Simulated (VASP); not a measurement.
## ZrB2: single point with LDA

ZrB2:

```
Zr B
1.0
     3.11236    0.00000    0.00000
    -1.55618    2.69538    0.00000
     0.00000    0.00000    3.46365
Zr B
1 2
Direct
  0.00000 0.00000 0.00000
  0.33333 0.66667 0.50000
  0.66667 0.33333 0.50000
```

| Property | Result |
| --- | --- |
| Program | VASP 6.6.1 |
| Task | single point |
| Functional | LDA |
| Potentials or basis | VASP PAW LDA potentials, release 64 (Zr_sv, B) |
| Cutoff | 500 eV |
| k mesh | 8 × 8 × 7 |
| Occupations | gaussian, width 0.05 eV |
| Spin | no spin polarisation |
| Dipole correction | no |
| Further INCAR settings | ALGO = Normal; EDIFF = 1e-06; NBANDS = 16 |

The pressure is 6.1 GPa. The band gap on the k mesh is zero (band 9 reaches 11.58 eV, above the bottom of band 10 at 11.33 eV).

Stress tensor (GPa, compression positive):
```
6.17 0.00 0.00
0.00 6.17 0.00
0.00 0.00 5.90
```

Levels at points of the mesh, in eV from the Fermi level:
| k point | band 7 | band 8 | band 9 | band 10 | band 11 | band 12 |
| --- | --- | --- | --- | --- | --- | --- |
| (0.00, 0.00, 0.00) | -2.95 | -2.92 | -2.45 | 3.43 | 3.43 | 4.24 |
| (0.50, 0.00, 0.00) | -4.28 | -3.30 | -3.05 | 2.16 | 2.25 | 5.07 |

Run time: 7.9 s on 1 thread of Intel(R) Xeon(R) 6975P-C (Granite Rapids) (shared host), peak memory 0.13 GiB.
